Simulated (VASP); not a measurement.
# PbO2 (Fm-3m) in VASP: notebook, part 2 of 2

VASP 6.6.1.

### 4 Vibrations by perturbation theory, PBEsol

This run uses another cell than the first one, of 13.15 Å³/atom, 1.136 times its volume.

Input file INCAR:

```
SYSTEM = PbO2
PREC = Accurate ; ENCUT = 520
EDIFF = 1E-8 ; ISMEAR = -1
SIGMA = 0.05 ; LREAL = .FALSE.
LASPH = .TRUE. ; NELM = 60
ALGO = Normal ; ISIF = 2
LWAVE = .FALSE. ; LCHARG = .TRUE.
GGA = PS ; NBANDS = 20
IBRION = 8 ; NSW = 1
```

Input file KPOINTS:

```
Automatic mesh
0
G
  9 9 9
  0 0 0
```

Input file POSCAR:

```
PbO2
1.0
    0.0000000000      2.7019920000      2.7019920000
    2.7019920000      0.0000000000      2.7019920000
    2.7019920000      2.7019920000      0.0000000000
Pb O
1 2
Direct
    0.0000000000      0.0000000000      0.0000000000
    0.7500000000      0.7500000000      0.7500000000
    0.2500000000      0.2500000000      0.2500000000
```

Potentials or basis: VASP PAW PBE potentials, release 64 (Pb_d, O).

Command:

```bash
> cat potpaw_PBE.64/Pb_d/POTCAR potpaw_PBE.64/O/POTCAR > POTCAR
> mpirun -np 1 vasp_std > vasp.out
```

OUTCAR:

```text
SYSTEM = PbO2
   PREC = Accurate
   ENCUT = 520
   EDIFF = 1E-8
   ISMEAR = -1
   LREAL = .FALSE.
   LASPH = .TRUE.
   NELM = 60
   ISIF = 2
   GGA = PS
   IBRION = 8
   NSW = 1

 ion  position               nearest neighbor table
   1  0.000  0.000  0.000-   2 2.34   2 2.34   2 2.34   3 2.34   3 2.34   3 2.34   3 2.34   2 2.34

   2  0.750  0.750  0.750-   1 2.34   1 2.34   1 2.34   1 2.34
   3  0.250  0.250  0.250-   1 2.34   1 2.34   1 2.34   1 2.34

  LATTYP: Found a face centered cubic cell.
 ALAT       =     5.4039840000

  Lattice vectors:

 A1 = (   0.0000000000,   2.7019920000,   2.7019920000)
 A2 = (   2.7019920000,   0.0000000000,   2.7019920000)
 A3 = (   2.7019920000,   2.7019920000,   0.0000000000)

Analysis of symmetry for initial positions (statically):
=====================================================================
 Subroutine PRICEL returns:
 Original cell was already a primitive cell.

 Routine SETGRP: Setting up the symmetry group for a
 face centered cubic supercell.

 Subroutine GETGRP returns: Found 48 space group operations
 (whereof 48 operations were pure point group operations)
 out of a pool of 48 trial point group operations.

The static configuration has the point symmetry O_h .

Analysis of symmetry for dynamics (positions and initial velocities):
=====================================================================
 Subroutine PRICEL returns:
[... 753 lines left out ...]

[... ionic steps 2 to 3 ...]

--------------------------------------- Ionic step        4  -------------------------------------------

------------------------ aborting loop because EDIFF is reached ----------------------------------------

[... ionic steps 5 to 6 ...]

--------------------------------------- Ionic step        7  -------------------------------------------

 Free energy of the ion-electron system (eV)
  ---------------------------------------------------
  ---------------------------------------------------
  free energy    TOTEN  =        -0.36441286 eV

  energy without entropy =       -0.36441286

------------------------ aborting loop because EDIFF is reached ----------------------------------------

 INTERNAL STRAIN TENSOR  FOR ION    2  DIRECTION 1   (eV/Angst):
 -----------------------------------------------------------------------------
     0.00883  0.00000  0.00000
     0.00000 -0.00649  1.15146
     0.00000  1.15146 -0.00649

 INTERNAL STRAIN TENSOR FOR ION    3 for displacements in x,y,z  (eV/Angst):
          X           Y           Z          XY          YZ          ZX
  --------------------------------------------------------------------------------
  x    -0.00000     0.00000     0.00000     0.00000    -1.15146     0.00000
  y     0.00000    -0.00000     0.00000     0.00000     0.00000    -1.15146
  z     0.00000     0.00000    -0.00000    -1.15146     0.00000     0.00000

 SECOND DERIVATIVES (NOT SYMMETRIZED)
 ------------------------------------
               1X          1Y          1Z          2X          2Y          2Z          3X          3Y          3Z
  1X    -5.817302    0.000000    0.000000    2.908651    0.000000    0.000000    2.908651    0.000000    0.000000
  1Y     0.000000   -5.817302    0.000000    0.000000    2.908651    0.000000    0.000000    2.908651    0.000000
  1Z     0.000000    0.000000   -5.817302    0.000000    0.000000    2.908651    0.000000    0.000000    2.908651
  2X     2.918051    0.000000    0.000000   -6.249348    0.000000    0.000000    3.331297    0.000000    0.000000
  2Y     0.000000    2.918051    0.000000    0.000000   -6.249348    0.000000    0.000000    3.331297    0.000000
  2Z     0.000000    0.000000    2.918051    0.000000    0.000000   -6.249348    0.000000    0.000000    3.331297
  3X     2.918051    0.000000    0.000000    3.331297    0.000000    0.000000   -6.249348    0.000000    0.000000
  3Y     0.000000    2.918051    0.000000    0.000000    3.331297    0.000000    0.000000   -6.249348    0.000000
  3Z     0.000000    0.000000    2.918051    0.000000    0.000000    3.331297    0.000000    0.000000   -6.249348

 Eigenvectors and eigenvalues of the dynamical matrix
 ----------------------------------------------------

   1 f  =   12.097291 THz    76.009521 2PiTHz  403.522193 cm-1    50.030353 meV
             X         Y         Z           dx          dy          dz
      0.000000  0.000000  0.000000     0.000000    0.000000   -0.000000
      4.052988  4.052988  4.052988     0.089691    0.701395   -0.000000
      1.350996  1.350996  1.350996    -0.089691   -0.701395    0.000000
[... 43 lines left out ...]
   9 f/i=    0.003934 THz     0.024717 2PiTHz    0.131220 cm-1     0.016269 meV
             X         Y         Z           dx          dy          dz
      0.000000  0.000000  0.000000    -0.369147    0.850277    0.085752
      4.052988  4.052988  4.052988    -0.102415    0.235899    0.023791
      1.350996  1.350996  1.350996    -0.102415    0.235899    0.023791

--------------------------------------------------------------------------------------------------------

 ELASTIC MODULI CONTR FROM IONIC RELAXATION (kBar)
 Direction    XX          YY          ZZ          XY          YZ          ZX
 --------------------------------------------------------------------------------
 XX          -0.0000     -0.0000      0.0000      0.0000     -0.0000     -0.0000
 YY          -0.0000     -0.0000     -0.0000     -0.0000     -0.0000     -0.0000
 ZZ           0.0000     -0.0000     -0.0000     -0.0000      0.0000     -0.0000
 XY           0.0000     -0.0000     -0.0000    -11.2398      0.0000     -0.0000
 YZ          -0.0000     -0.0000      0.0000      0.0000    -11.2398     -0.0000
 ZX          -0.0000     -0.0000     -0.0000     -0.0000     -0.0000    -11.2398
 --------------------------------------------------------------------------------
```

OSZICAR:

```text
N       E                     dE             d eps       ncg     rms          rms(c)
DAV:   1     0.257373025188E+03    0.25737E+03   -0.13603E+04  1432   0.156E+03
DAV:   2     0.419432983480E+01   -0.25318E+03   -0.24061E+03  1492   0.419E+02
[... 48 lines left out ...]
RMM:   8    -0.364413129142E+00   -0.17215E-05   -0.45512E-07  8929   0.405E-03    0.216E-04
RMM:   9    -0.364413066323E+00    0.62818E-07   -0.56493E-08  9412   0.141E-03    0.691E-05
RMM:  10    -0.364412970132E+00    0.96192E-07   -0.11678E-08  9365   0.621E-04    0.209E-05
RMM:  11    -0.364412820778E+00    0.14935E-06   -0.17746E-09  9683   0.306E-04    0.959E-06
RMM:  12    -0.364412860215E+00   -0.39438E-07   -0.28932E-09  9623   0.178E-04    0.230E-06
RMM:  13    -0.364412859832E+00    0.38311E-09   -0.15507E-08 10048   0.118E-04    0.101E-06
 Linear response finished
```

stdout:

```text
POSCAR found type information on POSCAR PbO
 POSCAR found :  2 types and       3 ions
 scaLAPACK will be used
 -----------------------------------------------------------------------------
|                                                                             |
|                                                                             |
|     You enforced a specific xc type in the INCAR file but a different       |
|     I HOPE YOU KNOW WHAT YOU ARE DOING!                                     |
|                                                                             |
 -----------------------------------------------------------------------------

 LDA part: xc-table for (Slater+PW92), standard interpolation
 POSCAR, INCAR and KPOINTS ok, starting setup
 FFT: planning ... GRIDC
 FFT: planning ... GRID_SOFT
 FFT: planning ... GRID
 WAVECAR not read
 entering main loop
 Linear response reoptimize wavefunctions to high precision
 Linear response DOF=           2
 Linear response progress:
 first order change of Fermi-energy   0.36424E-04
 force on displaced ion       1 direction 1 :  -5.817   0.000   0.000
 Linear response progress:
 first order change of Fermi-energy   0.37004E-04
 force on displaced ion       2 direction 1 :  -6.249  -0.000  -0.000
 Linear response finished
```

Run time: 1.9 min. Hardware: 1 thread of Intel Xeon 6975P-C (Granite Rapids), shared host; peak memory 0.32 GiB.

Results:

```
Highest phonon frequency at Γ, LO-TO splitting left out : 404 cm⁻¹
```

Phonon frequencies in cm⁻¹ (negative: imaginary):
```
              q point                    frequencies
(0.000, 0.000, 0.000)  0 0 0 239 239 239 404 404 404
```

Caveat: the cell wasn't relaxed at this level first, which shifts response properties; the PAW data sets were made with another functional, which shifts forces and pressure a little; spin-orbit coupling is left out, which moves the levels of the heavy elements.

### 5 Elastic constants, PBEsol

This run uses another cell than the first one, of 13.15 Å³/atom, 1.136 times its volume.

Input file INCAR:

```
SYSTEM = PbO2
ALGO = Normal
EDIFF = 1E-8
ENCUT = 600
GGA = PS
IBRION = 6
ISIF = 3
ISMEAR = -1
LASPH = .True.
LCHARG = .False.
LREAL = .False.
LWAVE = .False.
NELM = 60
NFREE = 2
NSW = 1
POTIM = 0.015
PREC = Accurate
SIGMA = 0.05
```

Input file KPOINTS:

```
k-points
0
Gamma
  7 7 7
  0 0 0
```

POSCAR is that of step 4.

Potentials or basis: VASP PAW PBE potentials, release 64 (Pb_d, O).

Command:

```bash
> cat potpaw_PBE.64/Pb_d/POTCAR potpaw_PBE.64/O/POTCAR > POTCAR
> mpirun -np 1 vasp_std > vasp.out
```

OUTCAR:

```text
SYSTEM = PbO2
   EDIFF = 1E-8
   ENCUT = 600
   GGA = PS
   IBRION = 6
   ISIF = 3
   ISMEAR = -1
   LASPH = .True.
   LREAL = .False.
   NELM = 60
   NFREE = 2
   NSW = 1
   POTIM = 0.015
   PREC = Accurate

 ion  position               nearest neighbor table
   1  0.000  0.000  0.000-   2 2.34   2 2.34   2 2.34   3 2.34   3 2.34   3 2.34   3 2.34   2 2.34

   2  0.750  0.750  0.750-   1 2.34   1 2.34   1 2.34   1 2.34
   3  0.250  0.250  0.250-   1 2.34   1 2.34   1 2.34   1 2.34

  LATTYP: Found a face centered cubic cell.
 ALAT       =     5.4039840000

  Lattice vectors:

 A1 = (   0.0000000000,   2.7019920000,   2.7019920000)
 A2 = (   2.7019920000,   0.0000000000,   2.7019920000)
 A3 = (   2.7019920000,   2.7019920000,   0.0000000000)

Analysis of symmetry for initial positions (statically):
=====================================================================
 Subroutine PRICEL returns:
 Original cell was already a primitive cell.

 Routine SETGRP: Setting up the symmetry group for a
 face centered cubic supercell.

 Subroutine GETGRP returns: Found 48 space group operations
 (whereof 48 operations were pure point group operations)
 out of a pool of 48 trial point group operations.

The static configuration has the point symmetry O_h .

Analysis of symmetry for dynamics (positions and initial velocities):
=====================================================================
 Subroutine PRICEL returns:
 Original cell was already a primitive cell.

 Routine SETGRP: Setting up the symmetry group for a
 face centered cubic supercell.

 Subroutine GETGRP returns: Found 48 space group operations
 (whereof 48 operations were pure point group operations)
 out of a pool of 48 trial point group operations.

The dynamic configuration has the point symmetry O_h .

 Subroutine INISYM returns: Found 48 space group operations
 (whereof 48 operations are pure point group operations),
 and found     1 'primitive' translations

----------------------------------------------------------------------------------------

                                     Primitive cell

  volume of cell :      39.4532

  direct lattice vectors                    reciprocal lattice vectors
     0.000000000  2.701992000  2.701992000    -0.185048660  0.185048660  0.185048660
     2.701992000  0.000000000  2.701992000     0.185048660 -0.185048660  0.185048660
     2.701992000  2.701992000  0.000000000     0.185048660  0.185048660 -0.185048660

  length of vectors
     3.821193732  3.821193732  3.821193732     0.320513682  0.320513682  0.320513682

  position of ions in fractional coordinates (direct lattice)
     0.000000000  0.000000000  0.000000000
[... 230 lines left out ...]
  energy  without entropy=      -16.7763152890  energy(sigma->0) =      -16.77898278

[... ionic steps 4 to 14 ...]

--------------------------------------- Ionic step       15  -------------------------------------------

 number of electron      25.9999997 magnetization

------------------------ aborting loop because EDIFF is reached ----------------------------------------
[... 69 lines left out ...]
--------------------------------------- Ionic step       17  -------------------------------------------

 number of electron      25.9999997 magnetization

 Free energy of the ion-electron system (eV)
  ---------------------------------------------------
  ext. energy  EPLUGINS =         0.00000000
  ---------------------------------------------------
  free energy    TOTEN  =       -16.76789260 eV

  energy without entropy =      -16.76159127  energy(sigma->0) =      -16.76474194

 E-fermi :   5.5071     XC(G=0): -11.4194

 val. band max:        5.3903476041   @ k =  -0.7143  -0.2857  -0.4286
 cond. band min:       5.5212224189   @ k =   0.1429   0.1429   0.0000
 fundamental gap:      0.1308748148
 Fermi energy:         5.5070960051

 k-point     1 :       0.0000    0.0000    0.0000
  band No.  band energies     occupation
      1     -12.9820      2.00000
      2     -10.1540      2.00000
      3     -10.1401      2.00000
      4     -10.1358      2.00000
      5     -10.0816      2.00000
      6      -9.8931      2.00000
[... 457 lines left out ...]
      4     -10.0902      2.00000
      5      -9.9128      2.00000
      6      -9.8806      2.00000
[... 9 lines left out ...]
     16      13.0844      0.00000
     17      13.1431      0.00000

 [... further k-points ...]
[... 5 lines left out ...]
  --------------------------------------------------------------------------------------
  -------------------------------------------------------------------------------------
  Total       -1.3941393     -1.3979654     -1.3979654      0.0000000     -0.0161348      0.0000000
  in kB      -56.6153999    -56.7707745    -56.7707745      0.0000000     -0.6552281      0.0000000
  external PRESSURE =     -56.7189829 kB  Pullay stress =       0.0000000 kB
[... 18 lines left out ...]
  FREE ENERGIE OF THE ION-ELECTRON SYSTEM (eV)
  ---------------------------------------------------
  free  energy   TOTEN  =       -16.7678925992 eV

  energy  without entropy=      -16.7615912716  energy(sigma->0) =      -16.76474194

 INTERNAL STRAIN TENSORS FROM STRAINED CELLS
 ============================================

 INTERNAL STRAIN TENSOR FOR ION    1 for displacements in x,y,z  (eV/Angst):
          X           Y           Z          XY          YZ          ZX
  --------------------------------------------------------------------------------
  x     0.00000    -0.00000    -0.00000     0.00000    -0.00000    -0.00000
  y     0.00000     0.00000     0.00000     0.00000    -0.00000    -0.00000
  z    -0.00000     0.00000    -0.00000    -0.00000     0.00000     0.00000

 INTERNAL STRAIN TENSORS FROM DISPLACED ATOMS
 ============================================

 INTERNAL STRAIN TENSOR FOR ION    1 for displacements in x,y,z  (eV/Angst):
          X           Y           Z          XY          YZ          ZX
  --------------------------------------------------------------------------------
  x     0.00000     0.00000     0.00000     0.00000     0.00000     0.00000
  y     0.00000     0.00000     0.00000     0.00000     0.00000     0.00000
  z     0.00000     0.00000     0.00000     0.00000     0.00000     0.00000

 INTERNAL STRAIN TENSOR FOR ION    3 for displacements in x,y,z  (eV/Angst):
          X           Y           Z          XY          YZ          ZX
  --------------------------------------------------------------------------------
  x     0.00000     0.00000     0.00000     0.00000    -1.07522     0.00000
  y     0.00000     0.00000     0.00000     0.00000     0.00000    -1.07522
  z     0.00000     0.00000     0.00000    -1.07522     0.00000     0.00000

 Eigenvectors and eigenvalues of the dynamical matrix
 ----------------------------------------------------

   1 f  =   12.112191 THz    76.103141 2PiTHz  404.019203 cm-1    50.091974 meV
             X         Y         Z           dx          dy          dz
      0.000000  0.000000  0.000000    -0.000000    0.000000   -0.000000
      4.052988  4.052988  4.052988     0.079520   -0.702621   -0.000000
      1.350996  1.350996  1.350996    -0.079520    0.702621    0.000000
[... 43 lines left out ...]
   9 f/i=    0.002466 THz     0.015496 2PiTHz    0.082267 cm-1     0.010200 meV
             X         Y         Z           dx          dy          dz
      0.000000  0.000000  0.000000     0.182401    0.125437   -0.903870
      4.052988  4.052988  4.052988     0.050738    0.034892   -0.251426
      1.350996  1.350996  1.350996     0.050738    0.034892   -0.251426

--------------------------------------------------------------------------------------------------------

 ELASTIC MODULI CONTR FROM IONIC RELAXATION (kBar)
 Direction    XX          YY          ZZ          XY          YZ          ZX
 --------------------------------------------------------------------------------
 XX          -0.0000     -0.0000     -0.0000      0.0000      0.0000      0.0000
 YY          -0.0000     -0.0000     -0.0000      0.0000      0.0000      0.0000
 ZZ          -0.0000     -0.0000     -0.0000      0.0000      0.0000      0.0000
 XY           0.0000      0.0000      0.0000     -9.7766     -0.0000     -0.0000
 YZ           0.0000      0.0000      0.0000     -0.0000     -9.7766     -0.0000
 ZX           0.0000      0.0000      0.0000     -0.0000     -0.0000     -9.7766
 --------------------------------------------------------------------------------

 TOTAL ELASTIC MODULI (kBar)
 Direction    XX          YY          ZZ          XY          YZ          ZX
 --------------------------------------------------------------------------------
 XX        2823.7799    465.5742    465.5742     -0.0000     -0.0000      0.0000
 YY         465.5742   2823.7799    465.5742     -0.0000      0.0000      0.0000
 ZZ         465.5742    465.5742   2823.7799     -0.0000     -0.0000     -0.0000
 XY          -0.0000     -0.0000     -0.0000     -2.8498     -0.0000     -0.0000
 YZ          -0.0000      0.0000     -0.0000     -0.0000     -2.8498     -0.0000
 ZX           0.0000      0.0000     -0.0000     -0.0000     -0.0000     -2.8498
 --------------------------------------------------------------------------------
```

Run time: 3.7 min. Hardware: 1 thread of Intel Xeon 6975P-C (Granite Rapids), shared host; peak memory 0.28 GiB.

What came out:

```yaml
Elastic_constants_C11_C12_C44: 282, 47, 0 GPa
Voigt_bulk_modulus: 125 GPa
Highest_phonon_frequency_at_Γ_LO-TO_splitting_left_out: 404 cm⁻¹
```

Phonon frequencies in cm⁻¹ (negative: imaginary):
| q point | frequencies |
| --- | --- |
| (0.000, 0.000, 0.000) | 0 0 0 239 239 239 404 404 404 |

Elastic tensor in Voigt notation (GPa, in the Cartesian axes of the cell as first typed):
```
282  47  47   0   0   0
 47 282  47   0   0   0
 47  47 282   0   0   0
  0   0   0   0   0   0
  0   0   0   0   0   0
  0   0   0   0   0   0
```

Clamped-ion elastic tensor (GPa):
```
282  47  47   0   0   0
 47 282  47   0   0   0
 47  47 282   0   0   0
  0   0   0   1   0   0
  0   0   0   0   1   0
  0   0   0   0   0   1
```

Caveat: the cell is under stress, which shifts elastic constants; the elastic tensor has a negative eigenvalue, so either the cell is unstable as it stands or the mesh is too thin; the PAW data sets were made with another functional, which shifts forces and pressure a little; spin-orbit coupling is left out, which moves the levels of the heavy elements.
